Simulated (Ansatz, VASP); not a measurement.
# One calculation of Cd3SO2, two programs

```xyz
6
Lattice="5.9093 0.0000 -0.0078 0.0000 3.4711 0.0000 -2.8928 0.0000 5.2182" Properties=species:S:1:pos:R:3 pbc="T T T"
Cd   -0.5506    1.7356    4.5847
Cd   -0.0991    0.0000    1.4839
Cd    2.5079    0.0000    3.0754
S     3.8360    1.7356    1.4480
O     0.9071    1.7356    2.8959
O    -1.9530    0.0000    4.7564
```

Change from the starting cell: species swapped into the Fe2AsS3 type (Pm, No. 6).

Alike in both runs: functional PBE; k mesh 6 × 10 × 6; occupations gaussian, width 0.1 eV; no spin polarisation.

Ansatz relaxed the structure, and its values are those at the end. VASP's run is a single point on that final structure, the one shown.

|  | VASP | Ansatz |
| --- | --- | --- |
| version | VASP 6.6.1 | Ansatz 0.2.0 |
| potentials or method | VASP PAW PBE potentials, release 64 (Cd, S, O), cutoff 520 eV | scalar-relativistic, plane waves, PAW |
| valence electrons in the cell | 54 | 78 |

```tsv
	VASP	Ansatz	Ansatz less VASP
gap on the k mesh at the Fermi level (eV)	none	none	-
pressure (GPa)	0.8	0.0	-0.79
rms of the force components (eV/Å)	0.017	0.001	-0.0158
```

A gap of «none» marks a metal or a gap that the smearing closes. The functional is the same, so the differences come from potentials, cutoffs and numerics. VASP's potentials hold 54 valence electrons a cell and Ansatz's 78, so a difference there can come from the potentials and not from the codes.
